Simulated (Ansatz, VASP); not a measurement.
Mg3S2O: VASP beside Ansatz

File INCAR:

```
PREC = Accurate ; ENCUT = 600
EDIFF = 1E-6 ; ISMEAR = 0
SIGMA = 0.02 ; LREAL = False
LASPH = True ; NELM = 100
ALGO = Normal ; ISIF = 3
LWAVE = False ; LCHARG = False
GGA = PE ; IBRION = 2
NSW = 100 ; EDIFFG = -0.01
```

KPOINTS

```
regular mesh
0
Gamma
  8 8 4
```

Contents of POSCAR:

```
Mg3S2O
1.0
    3.3729650504      0.0000000000      0.0000000000
    0.0000000000      3.3729650504      0.0000000000
    0.0000000000      0.0000000000      9.7370273026
Mg S O
3 2 1
Direct
    0.5000000000      0.0000000000      0.6162627510
    0.0000000000      0.5000000000      0.3837372490
    0.5000000000      0.5000000000      0.0000000000
    0.5000000000      0.0000000000      0.3454503308
    0.0000000000      0.5000000000      0.6545496692
    0.0000000000      0.0000000000      0.0000000000
```

Input for Ansatz:

```yaml
crystal:
  lattice:
    - [3.3729650504, 0.0, 0.0]
    - [0.0, 3.3729650504, 0.0]
    - [0.0, 0.0, 9.7370273026]
  atoms:
    - { symbol: Mg, position: [0.5, 0.0, 0.616262751] }
    - { symbol: Mg, position: [0.0, 0.5, 0.383737249] }
    - { symbol: Mg, position: [0.5, 0.5, 0.0] }
    - { symbol: S, position: [0.5, 0.0, 0.3454503308] }
    - { symbol: S, position: [0.0, 0.5, 0.6545496692] }
    - { symbol: O, position: [0.0, 0.0, 0.0] }
basis:
  ecutwfc: 420
kpoints:
  mp_grid: { grid: [8, 8, 4] }
hamiltonian:
  xc: pbe
scf:
  occupations: { method: gaussian, width: 0.02 }
output:
  forces: true
  stress: true
  eigenvalues: true
relax:
  adjacent_minimum: "off"
  f_tol: 0.01
  max_steps: 80
  cell: { stress_tol: 0.05 }
```

Change from the starting cell: species swapped into the Ti2CuSb3 type (P-4m2, No. 115).

Alike in both runs: task relaxation of cell and atoms; functional PBE; k mesh 8 × 8 × 4; occupations gaussian, width 0.02 eV; no spin polarisation.

|  | VASP | Ansatz |
| --- | --- | --- |
| version | VASP 6.6.1 | Ansatz 0.2.0 |
| potentials or method | VASP PAW PBE potentials, release 64 (Mg, S, O), cutoff 600 eV | scalar-relativistic, plane waves, PAW |
| valence electrons in the cell | 24 | 48 |

```csv
,VASP,Ansatz,Ansatz less VASP
"gap on the k mesh at the Fermi level, each at its own relaxed structure (eV)",1.33,1.34,+0.003
relaxed volume (Å³/atom),18.98,19.05,+0.070
relaxed length of the cell vector where the two differ most in proportion (Å),10.071,10.084,+0.0135
```

VASP's potentials hold 24 valence electrons a cell and Ansatz's 48, so a difference there can come from the potentials and not from the codes.
